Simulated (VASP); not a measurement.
A run of VASP 6.6.1 is set up as follows.

The input INCAR:

```
PREC = Accurate
ENCUT = 520
EDIFF = 1E-7
ISMEAR = 0
SIGMA = 0.015
LREAL = False
LASPH = True
NELM = 80
ALGO = Normal
ISIF = 2
LWAVE = False
LCHARG = True
GGA = PE
LELF = True
LVHAR = True
NBANDS = 56
```

File KPOINTS:

```
Automatic mesh
0
Gamma
  5 6 5
```

POSCAR

```
HfO2
1.0
    5.2194633600      0.0000000000      0.0000000000
    0.0000000000      5.0047636900      0.0000000000
    0.0000000000      0.0000000000      5.0326850500
Hf O
4 8
Direct
    0.9669940000      0.7325208200      0.7414403500
    0.5330060000      0.7325208200      0.2414403500
    0.4669940000      0.2674791800      0.7414403500
    0.0330060000      0.2674791800      0.2414403500
    0.6321274500      0.9286454000      0.8792672600
    0.8678725500      0.9286454000      0.3792672600
    0.2339485200      0.5398830500      0.4922923900
    0.2660514800      0.5398830500      0.9922923900
    0.7660514800      0.4601169500      0.9922923900
    0.7339485200      0.4601169500      0.4922923900
    0.1321274500      0.0713546000      0.8792672600
    0.3678725500      0.0713546000      0.3792672600
```

Potentials or basis: VASP PAW PBE potentials, release 64 (Hf_pv, O).

Command:

```bash
$ cat potpaw_PBE.64/Hf_pv/POTCAR potpaw_PBE.64/O/POTCAR > POTCAR
$ mpirun -np 1 vasp_std > vasp.out
```

**Question.** What does it give for the band gap on the k mesh?

**Answer.** 4.44 eV, indirect (least direct gap 4.64 eV).

**Question.** Predict the pressure.

**Answer.** 6.3 GPa.

**Question.** What does it give for the largest force?

**Answer.** 0.070 eV/Å.

Stress tensor (GPa, compression positive):
```
6.32 0.00 0.00
0.00 6.51 0.00
0.00 0.00 6.17
```

Caveat: spin-orbit coupling is left out, which moves the levels of the heavy elements. A k mesh can miss the band edges.
